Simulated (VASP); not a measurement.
Runs of VASP 6.6.1 on Te2Mo. The structure is trigonal, space group R3m (No. 160). The conventional cell has a = 3.547 Å, b = 3.547 Å, c = 21.312 Å, α = 90.00°, β = 90.00°, γ = 120.00°. Mo (site symmetry 3m) has 6 Te at 2.72 Å and 6 Mo at 3.55 Å within 3.6 Å. Within 3.6 Å of Te (site symmetry 3m) lie 3 Mo at 2.72 Å and 7 Te at 3.55 to 3.58 Å. Te (site symmetry 3m) has 3 Mo at 2.72 Å and 7 Te at 3.55 to 3.58 Å within 3.6 Å. 

| level | k mesh | smearing | gap on the mesh (eV) | pressure (GPa) | largest force (eV/Å) |
| --- | --- | --- | --- | --- | --- |
| PBE | 6 × 6 × 6 | gaussian 0.01 eV | 0.89 | 1.9 | 0.22 |
| PBE | 4 × 4 × 4 | gaussian 0.01 eV | 0.98 | 1.8 | 0.22 |
| PBE | 6 × 6 × 6 | methfessel-paxton 0.2 eV | 0.89 | 1.9 | 0.21 |
| r2SCAN | 6 × 6 × 6 | gaussian 0.01 eV | (a) | 1.3 | - |

Alike in all rows: task single point; potentials or basis VASP PAW PBE potentials, release 64 (Mo_sv, Te); no spin polarisation; cell as given; cutoff (eV) 520.

Fill in the values left out.

(a) 0.97.

Caveats: some runs use coarse meshes; spin-orbit coupling is left out, which moves the levels of the heavy elements; the PAW data sets were made with another functional, which shifts forces and pressure a little (at least some runs).

A k mesh can miss the band edges, and the runs leave out spin-orbit coupling on Mo, Te.
